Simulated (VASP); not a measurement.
# SiO2 (P6_322) in VASP: further runs

SiO2 is run at these levels: PBE, RPBE; tasks: single point.

Program: VASP 6.6.1. These are calculated values, not measurements. Logs are shortened: lines on timing, memory, paths and dates and some standing lists are left out, and cuts for length are marked.

## Step 1: The cell of the first run

Symmetry: P6_322, No. 182, hexagonal system. The conventional cell has a = 5.069 Å, b = 5.069 Å, c = 8.558 Å, α = 90.00°, β = 90.00°, γ = 120.00°. Si (site symmetry 3) has 4 O at 1.60 to 1.61 Å within 2.1 Å. Within 2.1 Å of O (site symmetry 2) lie 2 Si at 1.61 Å. Within 2.1 Å of O (site symmetry 32) lie 2 Si at 1.60 Å.

## Step 2: Single point, PBE

File INCAR:

```
PREC = Accurate ; ENCUT = 600
EDIFF = 1E-6 ; ISMEAR = -1
SIGMA = 0.05 ; LREAL = F
LASPH = T ; NELM = 120
ALGO = Normal ; ISIF = 2
LWAVE = F ; LCHARG = F
GGA = PE ; NBANDS = 44
GGA_COMPAT = F
```

File KPOINTS:

```
regular mesh
0
Gamma
  5 5 3
```

File POSCAR:

```
SiO2
1.0
    5.0690738885      0.0000000000      0.0000000000
   -2.5345369442      4.3899467611      0.0000000000
    0.0000000000      0.0000000000      8.5584885400
Si O
4 8
Direct
    0.3333333333      0.6666666667      0.4371258000
    0.3333333333      0.6666666667      0.0628742000
    0.6666666667      0.3333333333      0.5628742000
    0.6666666667      0.3333333333      0.9371258000
    0.4212587450      0.0000000000      0.0000000000
    0.3333333333      0.6666666667      0.2500000000
    0.6666666667      0.3333333333      0.7500000000
    0.0000000000      0.5787412550      0.5000000000
    0.5787412550      0.5787412550      0.0000000000
    0.5787412550      0.0000000000      0.5000000000
    0.4212587450      0.4212587450      0.5000000000
    0.0000000000      0.4212587450      0.0000000000
```

Potentials or basis: VASP PAW PBE potentials, release 64 (Si, O).

Launch:

```sh
$ cat potpaw_PBE.64/Si/POTCAR potpaw_PBE.64/O/POTCAR > POTCAR
$ mpirun -np 1 vasp_std > vasp.out
```

OUTCAR:

```text
PREC = Accurate
   ENCUT = 600
   EDIFF = 1E-6
   ISMEAR = -1
   LREAL = F
   LASPH = T
   NELM = 120
   ISIF = 2
   GGA = PE

 ion  position               nearest neighbor table
   1  0.333  0.667  0.437-   6 1.60   8 1.61  10 1.61  11 1.61   3 3.12   3 3.12   3 3.12
   2  0.333  0.667  0.063-   6 1.60   5 1.61  12 1.61   9 1.61   4 3.12   4 3.12   4 3.12
   3  0.667  0.333  0.563-   7 1.60  10 1.61   8 1.61  11 1.61   1 3.12   1 3.12   1 3.12
   4  0.667  0.333  0.937-   7 1.60  12 1.61   5 1.61   9 1.61   2 3.12   2 3.12   2 3.12
   5  0.421  0.000  0.000-   2 1.61   4 1.61
   6  0.333  0.667  0.250-   1 1.60   2 1.60
   7  0.667  0.333  0.750-   3 1.60   4 1.60
   8  0.000  0.579  0.500-   1 1.61   3 1.61
   9  0.579  0.579  0.000-   4 1.61   2 1.61
  10  0.579  0.000  0.500-   3 1.61   1 1.61
  11  0.421  0.421  0.500-   1 1.61   3 1.61
  12  0.000  0.421  0.000-   4 1.61   2 1.61

  LATTYP: Found a hexagonal cell.
 ALAT       =     5.0690738885
 C/A-ratio  =     1.6883732075

  Lattice vectors:

 A1 = (   5.0690738885,   0.0000000000,   0.0000000000)
 A2 = (  -2.5345369442,   4.3899467611,   0.0000000000)
 A3 = (   0.0000000000,   0.0000000000,   8.5584885400)

Analysis of symmetry for initial positions (statically):
=====================================================================
 Subroutine PRICEL returns:
 Original cell was already a primitive cell.

 Routine SETGRP: Setting up the symmetry group for a
 hexagonal supercell.

 Subroutine GETGRP returns: Found 12 space group operations
 (whereof  6 operations were pure point group operations)
 out of a pool of 24 trial point group operations.

The static configuration has the point symmetry D_3 .
 The point group associated with its full space group is D_6 .

Analysis of symmetry for dynamics (positions and initial velocities):
=====================================================================
 Subroutine PRICEL returns:
 Original cell was already a primitive cell.

 Routine SETGRP: Setting up the symmetry group for a
 hexagonal supercell.

 Subroutine GETGRP returns: Found 12 space group operations
 (whereof  6 operations were pure point group operations)
 out of a pool of 24 trial point group operations.

The dynamic configuration has the point symmetry D_3 .
 The point group associated with its full space group is D_6 .

 Subroutine INISYM returns: Found 12 space group operations
 (whereof  6 operations are pure point group operations),
 and found     1 'primitive' translations

----------------------------------------------------------------------------------------

                                     Primitive cell

  volume of cell :     190.4517

  direct lattice vectors                    reciprocal lattice vectors
     5.069073889  0.000000000  0.000000000     0.197274694  0.113896598  0.000000000
    -2.534536944  4.389946761  0.000000000     0.000000000  0.227793195  0.000000000
     0.000000000  0.000000000  8.558488540     0.000000000  0.000000000  0.116843061

  length of vectors
     5.069073889  5.069073888  8.558488540     0.227793195  0.227793195  0.116843061

  position of ions in fractional coordinates (direct lattice)
     0.333333333  0.666666667  0.437125800
     0.333333333  0.666666667  0.062874200
     0.666666667  0.333333333  0.562874200
     0.666666667  0.333333333  0.937125800
     0.421258745  0.000000000  0.000000000
     0.333333333  0.666666667  0.250000000
     0.666666667  0.333333333  0.750000000
     0.000000000  0.578741255  0.500000000
     0.578741255  0.578741255  0.000000000
     0.578741255  0.000000000  0.500000000
     0.421258745  0.421258745  0.500000000
     0.000000000  0.421258745  0.000000000

  ion indices of the primitive-cell ions
   primitive index   ion index
                 1           1
                 2           2
                 3           3
                 4           4
                 5           5
                 6           6
                 7           7
                 8           8
                 9           9
                10          10
                11          11
                12          12

----------------------------------------------------------------------------------------

 KPOINTS: regular mesh

Automatic generation of k-mesh.
 Grid dimensions read from file:
 generate k-points for:    5    5    3

 Generating k-lattice:

  Cartesian coordinates                     Fractional coordinates (reciprocal lattice)
     0.039454939  0.022779320  0.000000000     0.200000000  0.000000000  0.000000000
     0.000000000  0.045558639  0.000000000     0.000000000  0.200000000  0.000000000
     0.000000000  0.000000000  0.038947687     0.000000000  0.000000000  0.333333333

  Length of vectors
     0.045558639  0.045558639  0.038947687

  Shift w.r.t. Gamma in fractional coordinates (k-lattice)
     0.000000000  0.000000000  0.000000000

 Subroutine IBZKPT returns following result:
 ===========================================

 Found     10 irreducible k-points:

 Following reciprocal coordinates:
            Coordinates               Weight
  0.000000  0.000000  0.000000      1.000000
  0.200000  0.000000  0.000000      6.000000
  0.400000  0.000000  0.000000      6.000000
  0.200000  0.200000  0.000000      6.000000
  0.400000  0.200000  0.000000      6.000000
  0.000000  0.000000  0.333333      2.000000
  0.200000  0.000000  0.333333     12.000000
  0.400000  0.000000  0.333333     12.000000
  0.200000  0.200000  0.333333     12.000000
  0.400000  0.200000  0.333333     12.000000
   k-points           NKPTS =     10   k-points in BZ     NKDIM =     10   number of bands    NBANDS=     44
   number of dos      NEDOS =    301   number of ions     NIONS =     12
   total plane-waves  NPLWV = 112000
   dimension x,y,z NGX =    40 NGY =   40 NGZ =   70
   dimension x,y,z NGXF=    80 NGYF=   80 NGZF=  140
   ions per type =               4   8
   NGX,Y,Z   is equivalent  to a cutoff of  13.12, 13.12, 13.60 a.u.
   NGXF,Y,Z  is equivalent  to a cutoff of  26.24, 26.24, 27.19 a.u.
 SYSTEM =  unknown system
   PREC   = accura    normal or accurate (medium, high low for compatibility)
   ISTART =      0    job   : 0-new  1-cont  2-samecut
   ICHARG =      2    charge: 1-file 2-atom 10-const
   ISPIN  =      1    spin polarized calculation?
   LNONCOLLINEAR =      F non collinear calculations
   LSORBIT =      F    spin-orbit coupling
   LASPH  =      T    aspherical Exc in radial PAW
   ENCUT  =  600.0 eV  44.10 Ry    6.64 a.u.  10.12 10.12 17.09*2*pi/ulx,y,z
   NELM   =    120;   NELMIN=  2; NELMDL= -5     # of ELM steps
   EDIFF  = 0.1E-05   stopping-criterion for ELM
   LREAL  =      F    real-space projection
   EDIFFG = 0.1E-04   stopping-criterion for IOM
   NSW    =      0    number of steps for IOM
   IBRION =     -1    ionic relax: 0-MD 1-quasi-New 2-CG
   NFREE  =      0    steps in history (QN), initial steepest desc. (CG)
   ISIF   =      2    stress and relaxation
   ISYM   =      2    0-nonsym 1-usesym 2-fastsym
   POTIM  = 0.5000    time-step for ionic-motion
   TEBEG  =    0.0;   TEEND  =   0.0 temperature during run
   PSTRESS=    0.0 pullay stress
   NELECT =      64.0000    total number of electrons
   NUPDOWN=      -1.0000    fix difference up-down
   EMIN   =  10.00;   EMAX   =-10.00  energy-range for DOS
   EFERMI =   0.00;   METHOD = LEGACY
   ISMEAR =    -1;   SIGMA  =   0.05  broadening in eV -4-tet -1-fermi 0-gaus
   EFERMI_NEDOS =   21; number of points for ismear=-14 and -15
   IALGO  =     38    algorithm
   IMIX   =      4    mixing-type and parameters
     AMIX     =   0.40;   BMIX     =  1.00
     AMIX_MAG =   1.60;   BMIX_MAG =  1.00
  volume/ion in A,a.u.               =      15.87       107.10
  Fermi-wavevector in a.u.,A,eV,Ry     =   1.138168  2.150826 17.625357  1.295427
  Thomas-Fermi vector in A             =   2.274873
   LORBIT       =      0    0 simple, 1 ext, 2 COOP (PROOUT), +10 PAW based schemes
   GGA     = PE    functional components
   LHFCALC =     F    Hartree Fock is set to
   AEXX    =    0.0000 exact exchange contribution
   IVDW    =     0    specifies the selected vdW correction
   LEPSILON=     F    determine dielectric tensor
   LRPA    =     F    only Hartree local field effects (RPA)
 non-spin polarized calculation
  energy-cutoff  :      600.00
  volume of cell :      190.45
 maximum number of plane-waves:      6374
   NGX = 21   NGY = 21   NGZ = 35

 number of electron      63.9999981 magnetization

 Free energy of the ion-electron system (eV)
  ---------------------------------------------------
  ext. energy  EPLUGINS =         0.00000000
  ---------------------------------------------------
  free energy    TOTEN  =       -94.89665885 eV

  energy without entropy =      -94.89665885  energy(sigma->0) =      -94.89665885

 E-fermi :   0.6669     XC(G=0):  -7.8290

 val. band max:       -0.5521154188   @ k =   0.4000   0.0000   0.0000
 cond. band min:       5.0651678422   @ k =   0.0000   0.0000   0.0000
 fundamental gap:      5.6172832609
 Fermi energy:         0.6668635880

 k-point     1 :       0.0000    0.0000    0.0000
  band No.  band energies     occupation
      1     -19.9801      2.00000
      2     -19.5754      2.00000
      3     -18.5809      2.00000
      4     -17.9289      2.00000
      5     -17.9146      2.00000
      6     -17.9146      2.00000
[... 36 lines left out ...]
     43      11.4138      0.00000
     44      11.4140      0.00000

 k-point     2 :       0.2000    0.0000    0.0000
  band No.  band energies     occupation
      1     -19.8766      2.00000
      2     -19.4610      2.00000
      3     -18.7092      2.00000
      4     -18.0838      2.00000
      5     -17.9347      2.00000
      6     -17.9303      2.00000
[... 36 lines left out ...]
     43      10.4460      0.00000
     44      11.1028      0.00000

 k-point     3 :       0.4000    0.0000    0.0000
  band No.  band energies     occupation
      1     -19.6247      2.00000
      2     -19.1788      2.00000
      3     -19.0095      2.00000
      4     -18.4680      2.00000
      5     -17.9525      2.00000
      6     -17.9364      2.00000
[... 36 lines left out ...]
     43      10.5500      0.00000
     44      10.6965      0.00000

 k-point     4 :       0.2000    0.2000    0.0000
  band No.  band energies     occupation
      1     -19.6895      2.00000
      2     -19.2522      2.00000
      3     -18.9339      2.00000
      4     -18.3718      2.00000
      5     -17.9442      2.00000
      6     -17.9424      2.00000
[... 36 lines left out ...]
     43      10.6093      0.00000
     44      10.8528      0.00000

 k-point     5 :       0.4000    0.2000    0.0000
  band No.  band energies     occupation
      1     -19.4661      2.00000
      2     -19.1819      2.00000
      3     -18.9985      2.00000
      4     -18.6717      2.00000
      5     -17.9531      2.00000
      6     -17.9441      2.00000
[... 36 lines left out ...]
     43      10.3924      0.00000
     44      11.0309      0.00000

 k-point     6 :       0.0000    0.0000    0.3333
  band No.  band energies     occupation
      1     -19.9037      2.00000
      2     -19.7109      2.00000
      3     -18.3868      2.00000
      4     -18.0706      2.00000
      5     -17.9132      2.00000
      6     -17.9103      2.00000
[... 36 lines left out ...]
     43      10.9733      0.00000
     44      11.1894      0.00000

 k-point     7 :       0.2000    0.0000    0.3333
  band No.  band energies     occupation
      1     -19.8014      2.00000
      2     -19.6070      2.00000
      3     -18.5155      2.00000
      4     -18.2186      2.00000
      5     -17.9300      2.00000
      6     -17.9268      2.00000
[... 36 lines left out ...]
     43      10.4817      0.00000
     44      10.8842      0.00000

 k-point     8 :       0.4000    0.0000    0.3333
  band No.  band energies     occupation
      1     -19.5591      2.00000
      2     -19.3770      2.00000
      3     -18.7895      2.00000
      4     -18.5600      2.00000
      5     -17.9467      2.00000
      6     -17.9385      2.00000
[... 36 lines left out ...]
     43      10.4969      0.00000
     44      10.6694      0.00000

 k-point     9 :       0.2000    0.2000    0.3333
  band No.  band energies     occupation
      1     -19.6200      2.00000
      2     -19.4304      2.00000
      3     -18.7271      2.00000
      4     -18.4758      2.00000
      5     -17.9406      2.00000
      6     -17.9392      2.00000
[... 36 lines left out ...]
     43      10.5620      0.00000
     44      10.6723      0.00000

 k-point    10 :       0.4000    0.2000    0.3333
  band No.  band energies     occupation
      1     -19.4195      2.00000
      2     -19.2954      2.00000
      3     -18.8766      2.00000
      4     -18.7315      2.00000
      5     -17.9487      2.00000
      6     -17.9423      2.00000
[... 36 lines left out ...]
     43      10.3331      0.00000
     44      10.5898      0.00000

------------------------ aborting loop because EDIFF is reached ----------------------------------------

  FORCE on cell =-STRESS in cart. coord.  units (eV):
  Direction    XX          YY          ZZ          XY          YZ          ZX
  --------------------------------------------------------------------------------------
  -------------------------------------------------------------------------------------
  Total        4.7007375      4.7007375      4.6622790      0.0000000      0.0000000      0.0000000
  in kB       39.5450052     39.5450052     39.2214725      0.0000000      0.0000000      0.0000000
  external PRESSURE =      39.4371609 kB  Pullay stress =       0.0000000 kB

 VOLUME and BASIS-vectors are now :
 -----------------------------------------------------------------------------
  energy-cutoff  :      600.00
  volume of cell :      190.45
      direct lattice vectors                 reciprocal lattice vectors
     5.069073889  0.000000000  0.000000000     0.197274694  0.113896598  0.000000000
    -2.534536944  4.389946761  0.000000000     0.000000000  0.227793195  0.000000000
     0.000000000  0.000000000  8.558488540     0.000000000  0.000000000  0.116843061

 POSITION                                       TOTAL-FORCE (eV/Angst)
 -----------------------------------------------------------------------------------
     -0.00000      2.92663      3.74114        -0.000000      0.000000      0.013406
     -0.00000      2.92663      0.53811        -0.000000      0.000000     -0.013406
      2.53454      1.46332      4.81735        -0.000000      0.000000     -0.013406
      2.53454      1.46332      8.02038        -0.000000      0.000000      0.013406
      2.13539      0.00000      0.00000        -0.244846      0.000000      0.000000
     -0.00000      2.92663      2.13962        -0.000000      0.000000      0.000000
      2.53454      1.46332      6.41887        -0.000000      0.000000      0.000000
     -1.46684      2.54064      4.27924        -0.122423      0.212043      0.000000
      1.46684      2.54064      0.00000         0.122423      0.212043      0.000000
      2.93368      0.00000      4.27924         0.244846      0.000000      0.000000
      1.06770      1.84930      4.27924        -0.122423     -0.212043      0.000000
     -1.06770      1.84930      0.00000         0.122423     -0.212043      0.000000
 -----------------------------------------------------------------------------------
    total drift:                               -0.000001      0.000000      0.000000

  FREE ENERGIE OF THE ION-ELECTRON SYSTEM (eV)
  ---------------------------------------------------
  free  energy   TOTEN  =       -94.8966588478 eV

  energy  without entropy=      -94.8966588478  energy(sigma->0) =      -94.89665885
```

Run time: 63 s. Hardware: 1 thread of Intel Xeon 6975P-C (Granite Rapids), shared host; peak memory 0.34 GiB.

Results:

- Free energy: -94.8967 eV
- Pressure: 3.9 GPa
- Largest force: 0.245 eV/Å
- Band gap on the k mesh: 5.62 eV (least direct gap 5.63 eV)

Forces on the atoms (eV/Å):
```
Si   0.000  0.000  0.013
Si   0.000  0.000 -0.013
Si   0.000  0.000 -0.013
Si   0.000  0.000  0.013
O   -0.245  0.000  0.000
O    0.000  0.000  0.000
O    0.000  0.000  0.000
O   -0.122  0.212  0.000
O    0.122  0.212  0.000
O    0.245  0.000  0.000
O   -0.122 -0.212  0.000
O    0.122 -0.212  0.000
```

Caveat: the cell stands under pressure. A k mesh can miss the band edges.

## Step 3: Single point, RPBE

This run uses another cell than the first one, of 16.53 Å³/atom.

File INCAR:

```
SYSTEM = SiO2
PREC = Accurate
ENCUT = 600
EDIFF = 1E-6
ISMEAR = -1
SIGMA = 0.05
LREAL = .False.
LASPH = .True.
NELM = 120
ALGO = Normal
ISIF = 2
LWAVE = .False.
LCHARG = .False.
GGA = RP
NBANDS = 44
GGA_COMPAT = .False.
```

File KPOINTS:

```
regular mesh
0
Gamma
  6 6 3
  0 0 0
```

File POSCAR:

```
SiO2
1.0
    5.1394933672      0.0000000000      0.0000000000
   -2.5697466836      4.4509318186      0.0000000000
    0.0000000000      0.0000000000      8.6695859534
Si O
4 8
Direct
    0.3333333333      0.6666666667      0.4372766737
    0.3333333333      0.6666666667      0.0627233263
    0.6666666667      0.3333333333      0.5627233263
    0.6666666667      0.3333333333      0.9372766737
    0.4204496087      0.0000000000      0.0000000000
    0.3333333333      0.6666666667      0.2500000000
    0.6666666667      0.3333333333      0.7500000000
    0.0000000000      0.5795503913      0.5000000000
    0.5795503913      0.5795503913      0.0000000000
    0.5795503913      0.0000000000      0.5000000000
    0.4204496087      0.4204496087      0.5000000000
    0.0000000000      0.4204496087      0.0000000000
```

Potentials or basis: VASP PAW PBE potentials, release 64 (Si, O).

Launch:

```sh
$ cat potpaw_PBE.64/Si/POTCAR potpaw_PBE.64/O/POTCAR > POTCAR
$ mpirun -np 1 vasp_std > vasp.out
```

Wall time 1.7 min (1 thread of Intel Xeon 6975P-C (Granite Rapids), shared host); peak memory 0.37 GiB.

The run converged. Its results:

```yaml
Free_energy: -91.3290 eV
Pressure: -0.5 GPa
Largest_force: 0.034 eV/Å
Band_gap_on_the_k_mesh: 5.52 eV (least direct gap 5.53 eV)
```

Forces in eV/Å, atoms in the order of the input:
```
Si   0.000  0.000 -0.014
Si   0.000  0.000  0.014
Si   0.000  0.000  0.014
Si   0.000  0.000 -0.014
O    0.034  0.000  0.000
O    0.000  0.000  0.000
O    0.000  0.000  0.000
O    0.017 -0.030  0.000
O   -0.017 -0.030  0.000
O   -0.034  0.000  0.000
O    0.017  0.030  0.000
O   -0.017  0.030  0.000
```

Levels at points of the mesh, in eV from the valence-band top:
```csv
k point,band 29,band 30,band 31,band 32,band 33,band 34,band 35,band 36
"(0.00, 0.00, 0.00)",-0.68,-0.63,-0.01,-0.01,5.52,7.58,8.33,8.73
"(0.50, 0.00, 0.00)",-0.87,-0.70,-0.58,0.00,7.64,8.25,8.87,9.01
```

Caveat: the PAW data sets were made with another functional, which shifts forces and pressure a little.
